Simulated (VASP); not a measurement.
The system is Ta2Cu.

```
Ta Cu
1.0
     0.00000    3.59696    3.59696
     3.59696    0.00000    3.59696
     3.59696    3.59696    0.00000
Ta Cu
4 2
Cartesian
  4.4962 4.4962 4.4962
  4.4962 2.6977 2.6977
  2.6977 2.6977 4.4962
  2.6977 4.4962 2.6977
  0.0000 0.0000 0.0000
  1.7985 1.7985 1.7985
```

* Program: VASP 6.6.1
* Task: relaxation of cell and atoms
* Functional: PBE
* Potentials or basis: VASP PAW PBE potentials, release 64 (Ta_pv, Cu)
* Cutoff: 600 eV
* k mesh: 4 × 4 × 4
* Occupations: gaussian, width 0.1 eV
* Spin: no spin polarisation

At the start: pressure 30.6 GPa; volume 15.51 Å³/atom.

Question: How do energy, volume and symmetry change on relaxing?

Answer: Over 4 steps the energy falls by 237.7 meV/atom and the volume is 18.41 Å³/atom (+18.7 %); space group Fd-3m (No. 227, to 0.1 Å) before and after.

Step by step:
| step | energy change (eV) | largest force (eV/Å) | pressure (GPa) | volume (Å³) |
| --- | --- | --- | --- | --- |
| 1 | 0.0000 | 0.0000 | 30.59 | 93.08 |
| 2 | 0.6384 | 0.0000 | -19.29 | 138.95 |
| 3 | -1.4230 | 0.0000 | -1.15 | 111.28 |
| 4 | -1.4265 | 0.0000 | -0.20 | 110.46 |

Final structure:
```
Ta Cu
1.0
     0.00000    3.80819    3.80819
     3.80819    0.00000    3.80819
     3.80819    3.80819    0.00000
Ta Cu
4 2
Direct
  0.62500 0.62500 0.62500
  0.12500 0.62500 0.62500
  0.62500 0.62500 0.12500
  0.62500 0.12500 0.62500
  0.00000 0.00000 0.00000
  0.25000 0.25000 0.25000
```

Caveat: the k points lie up to 0.36 Å⁻¹ apart in the final cell, too coarse for converged energies and pressures of a metal; the volume moved by over 15 % at a fixed basis, so the end points are rough.
